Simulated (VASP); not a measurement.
Input of a VASP 6.6.1 run:

The input INCAR:

```
SYSTEM = ZrSi35
ALGO = Normal
EDIFF = 1E-6
ENCUT = 520
GGA = PE
ISIF = 2
ISMEAR = 0
LASPH = .TRUE.
LCHARG = .FALSE.
LREAL = Auto
LWAVE = .FALSE.
NBANDS = 100
NELM = 60
PREC = Accurate
SIGMA = 0.02
```

The input KPOINTS:

```
Automatic mesh
0
Gamma
  2 2 2
  0.5 0.5 0.5
```

The input POSCAR:

```
ZrSi35
1.0
   -5.7769209523      3.3353068668     -6.3650227274
    5.7769209522      3.3353068669     -6.3650227274
    0.0000000001     -6.6706137337     -6.3650227274
Zr Si
1 35
Direct
    0.4224711633      0.0881859041      0.4212413962
    0.7574830584      0.0898513204      0.0884943927
    0.0892007999      0.4235995097      0.4231238566
    0.7575945658      0.7551721748      0.4230745491
    0.4235775620      0.4237870362      0.0883988296
    0.0890284446      0.0898856516      0.7569429738
    0.7570951323      0.4233635088      0.7565929554
    0.0903786248      0.7565701342      0.0898318800
    0.4235533733      0.7553094148      0.7568581606
    0.0284958223      0.0335298040      0.3666707168
    0.3671250547      0.0334457915      0.0280802101
    0.7064993904      0.3728518408      0.3681982991
    0.3671606274      0.6949738513      0.3666239461
    0.0344070873      0.3674605474      0.0338986891
    0.7064264199      0.0350685093      0.7059420543
    0.3686904876      0.3728160489      0.7059205037
    0.7011105154      0.7007171491      0.0338547957
    0.0343445189      0.7007605818      0.7006112207
    0.2865172869      0.9529874836      0.2861247363
    0.6315505089      0.9651641813      0.9674228200
    0.9679692262      0.2979515017      0.2983452422
    0.6315745173      0.6343069018      0.2983002348
    0.2988486291      0.2978683110      0.9673838947
    0.9679000310      0.9652058604      0.6310876454
    0.6321142718      0.2985250631      0.6316421074
    0.9655022186      0.6318496168      0.9649947162
    0.2987715330      0.6342865387      0.6310189355
    0.9065091936      0.9088567552      0.2420880441
    0.2426004435      0.9088616833      0.9059235977
    0.5930003842      0.2593687809      0.2292595165
    0.2426638824      0.5727117857      0.2421059969
    0.9100992282      0.2414734582      0.9095622895
    0.5930129976      0.8961033491      0.5923602697
    0.2303023242      0.2588386941      0.5922475592
    0.5751557883      0.5764125239      0.9094818558
    0.9101996562      0.5762209121      0.5746822508
```

Potentials or basis: VASP PAW PBE potentials, release 64 (Zr_sv, Si).

Run with:

```bash
$ cat potpaw_PBE.64/Zr_sv/POTCAR potpaw_PBE.64/Si/POTCAR > POTCAR
$ mpirun -np 1 vasp_std > vasp.out
```

Q: Predict the largest force.

A: 0.014 eV/Å.

Q: Predict the pressure.

A: 1.9 GPa.

Q: What does it give for the band gap on the k mesh?

A: 0.92 eV.

Forces in eV/Å, atoms in the order of the input:
```
Zr   0.001 -0.001 -0.011
Si   0.004 -0.005 -0.003
Si  -0.007 -0.001 -0.003
Si   0.007  0.001  0.000
Si  -0.003 -0.005 -0.002
Si  -0.004  0.007 -0.003
Si  -0.002  0.001 -0.002
Si   0.002  0.002 -0.001
Si   0.004  0.006 -0.001
Si  -0.008  0.005 -0.001
Si   0.000 -0.006 -0.002
Si   0.000  0.009  0.006
Si   0.007  0.003  0.002
Si   0.000  0.001  0.001
Si  -0.009 -0.003  0.011
Si   0.006 -0.006  0.006
Si  -0.002  0.001 -0.004
Si   0.000 -0.002 -0.002
Si  -0.002  0.001  0.001
Si   0.005  0.000 -0.001
Si   0.000 -0.005 -0.001
Si   0.002 -0.005 -0.004
Si  -0.003  0.002  0.000
Si   0.002  0.004 -0.001
Si  -0.001  0.001  0.006
Si  -0.001 -0.001  0.000
Si  -0.004  0.005 -0.003
Si   0.008 -0.004 -0.004
Si   0.000  0.007 -0.005
Si  -0.001  0.001  0.004
Si  -0.006 -0.005 -0.005
Si  -0.008 -0.006  0.007
Si  -0.003 -0.003 -0.001
Si   0.007 -0.002  0.005
Si   0.007 -0.005  0.005
Si   0.002  0.010  0.005
```
